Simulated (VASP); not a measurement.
EuS:

```
CELL_PARAMETERS angstrom
0.00000 2.97850 2.97850
2.97850 0.00000 2.97850
2.97850 2.97850 0.00000
ATOMIC_POSITIONS crystal
Eu 0.00000 0.00000 0.00000
S 0.50000 0.50000 0.50000
```

Base run:

- Program: VASP 6.6.1
- Functional: PBE
- Potentials or basis: VASP PAW PBE potentials, release 64 (Eu, S)
- Cutoff: 600 eV
- k mesh: 10 × 10 × 10
- Occupations: fermi-dirac, width 0.1 eV
- Spin: collinear spin, ferromagnetic start
- Starting moments: [7.0, 0.0] μB

Its results: pressure -2.8 GPa; net moment 6.95 μB per cell; site moments Eu +6.57; S -0.07 μB.

Question: The run is repeated on the same cell with these changes: hubbard terms from none to Eu f U = 6.0 eV. What comes out?

Answer: Pressure 1.0 GPa; net moment 7.00 μB per cell; site moments Eu +6.72; S -0.06 μB.

Caveats: a cell with one magnetic atom can't hold antiferromagnetic order, which such compounds often take.
